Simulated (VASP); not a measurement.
Input of a VASP 6.6.1 run:

Contents of INCAR:

```
PREC = Accurate ; ENCUT = 400
EDIFF = 1E-6 ; ISMEAR = 1
SIGMA = 0.1 ; LREAL = F
LASPH = T ; NELM = 120
ALGO = Normal ; ISIF = 2
LWAVE = F ; LCHARG = F
LDIPOL = T ; IDIPOL = 3
DIPOL = 0.5 0.5 0.375 ; GGA = PS
IVDW = 13 ; NBANDS = 22
GGA_COMPAT = F ; NELMDL = -8
```

File KPOINTS:

```
regular mesh
0
Gamma
  12 12 1
```

File POSCAR:

```
Hf
1.0
    3.1543023929      0.0000000000      0.0000000000
   -1.5771511964      2.7317060034      0.0000000000
    0.0000000000      0.0000000000     25.0752403944
Hf
3
Direct
    0.6666666667      0.3333333333      0.2791598362
    0.3333333333      0.6666666667      0.3721645590
    0.6666666667      0.3333333333      0.4744276724
```

Potentials or basis: VASP PAW PBE potentials, release 64 (Hf_pv).

Launch:

```sh
$ cat potpaw_PBE.64/Hf_pv/POTCAR > POTCAR
$ mpirun -np 1 vasp_std > vasp.out
```

Estimate the largest force.

0.771 eV/Å.

Predict the band gap on the k mesh.

zero (bands 15 and 16 overlap by 1.06 eV).

Estimate the dispersion energy per atom.

-0.077 eV.

Forces in eV/Å, atoms in the order of the input:
```
Hf   0.000  0.000 -0.231
Hf   0.000  0.000  0.771
Hf   0.000  0.000 -0.539
```

Caveat: the PAW data sets were made with another functional, which shifts forces and pressure a little; spin-orbit coupling is left out, which moves the levels of the heavy elements.
